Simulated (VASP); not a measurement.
# Mn: single point with PBEsol

Crystal: Mn.

```
Mn
1.0
     2.38775    0.00000    0.00000
    -1.19388    2.06785    0.00000
     0.00000    0.00000    7.70061
Mn
4
Direct
  0.00000 0.00000 0.00000
  0.00000 0.00000 0.50000
  0.33333 0.66667 0.25000
  0.66667 0.33333 0.75000
```

This cell differs from its parent crystal: volume scaled by 0.92.

| Quantity | Value |
| --- | --- |
| Program | VASP 6.6.1 |
| Task | single point |
| Functional | PBEsol |
| Potentials or basis | VASP PAW PBE potentials, release 64 (Mn_pv) |
| Cutoff | 520 eV |
| k mesh | 16 × 16 × 5 |
| Occupations | fermi-dirac, width 0.1 eV |
| Spin | no spin polarisation |
| Dipole correction | no |
| Further INCAR settings | ALGO = Normal; EDIFF = 1e-07; NBANDS = 34 |

```yaml
Pressure: 30.9 GPa
Band_gap_on_the_k_mesh: zero (band 26 reaches 13.71 eV, above the bottom of band 27 at 11.07 eV)
```

Stress tensor (GPa, compression positive):
```
30.98  0.00  0.00
 0.00 30.98  0.00
 0.00  0.00 30.75
```

Levels at points of the mesh, in eV from the Fermi level:
| k point | band 24 | band 25 | band 26 | band 27 | band 28 | band 29 |
| --- | --- | --- | --- | --- | --- | --- |
| (0.00, 0.00, 0.00) | -0.94 | -0.94 | -0.84 | -0.84 | 0.27 | 0.27 |
| (0.50, 0.00, 0.00) | 0.11 | 0.12 | 1.60 | 2.09 | 2.09 | 2.20 |

Wall time 89 s on 1 thread of Intel(R) Xeon(R) Platinum 8488C (Sapphire Rapids), on a shared host, peak memory 0.21 GiB.

Caveat: the PAW data sets were made with another functional, which shifts forces and pressure a little; the run has no spin polarisation, though such a crystal can be magnetic. Spin polarisation is off, so any magnetic state and its effect on volume and gap are missing.
